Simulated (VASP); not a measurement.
TaSi2: single point with PBEsol

TaSi2:

```xyz
9
Lattice="4.7610 0.0000 0.0000 -2.3805 4.1231 0.0000 0.0000 0.0000 6.2939" Properties=species:S:1:pos:R:3 pbc="T T T"
Ta    2.3805    0.0000    0.0000
Ta    1.1902    2.0616    4.1959
Ta   -1.1902    2.0616    2.0980
Si    0.0000    1.3036    0.0000
Si    3.6320    0.6518    4.1959
Si    1.2515    3.4713    2.0980
Si    2.3805    2.8195    0.0000
Si   -1.2515    3.4713    4.1959
Si    1.1290    0.6518    2.0980
```

This cell differs from its parent crystal: strain along c alone, the other axes held: -4.0 %, then relaxed in part.

| Property | Result |
| --- | --- |
| Program | VASP 6.6.1 |
| Task | single point |
| Functional | PBEsol |
| Potentials or basis | VASP PAW PBE potentials, release 64 (Ta_pv, Si) |
| Cutoff | 520 eV |
| k mesh | 12 × 12 × 6 |
| Occupations | gaussian, width 0.1 eV |
| Spin | no spin polarisation |

* Pressure: 10.7 GPa
* Largest force: 0.006 eV/Å
* Band gap on the k mesh: zero (an odd number of electrons rules out a gap without spin polarisation)

Forces in eV/Å, atoms in the order of the input:
```
Ta   0.000  0.000  0.000
Ta   0.000  0.000  0.000
Ta   0.000  0.000  0.000
Si   0.000 -0.006  0.000
Si   0.005 -0.003  0.000
Si   0.005  0.003  0.000
Si   0.000  0.006  0.000
Si  -0.005  0.003  0.000
Si  -0.005 -0.003  0.000
```

Stress tensor (GPa, compression positive):
```
 4.76  0.00  0.00
 0.00  4.76  0.00
 0.00  0.00 22.71
```

Levels at points of the mesh, in eV from the Fermi level:
```
           k point  band 26  band 27  band 28  band 29  band 30  band 31  band 32  band 33
(0.00, 0.00, 0.00)    -2.37    -2.26    -2.26    -1.56     0.88     2.93     2.93     3.49
(0.50, 0.00, 0.00)    -1.23    -0.73    -0.13    -0.05     0.89     1.36     1.43     2.33
(0.00, 0.00, 0.50)    -2.20    -1.94    -1.94     1.49     1.49     3.00     3.00     3.70
(0.50, 0.00, 0.50)    -2.04    -1.73    -0.76    -0.54     1.55     2.01     2.52     2.57
```

Wall time 9.9 min on 1 thread of Intel Xeon 8259CL (shared host), peak memory 0.42 GiB.

Caveat: the cell differs from its parent crystal (strain along c alone, the other axes held: -4.0 %, then relaxed in part); the stress differs along the axes, from 5 to 23 GPa; the PAW data sets were made with another functional, which shifts forces and pressure a little; spin-orbit coupling is left out, which moves the levels of the heavy elements.
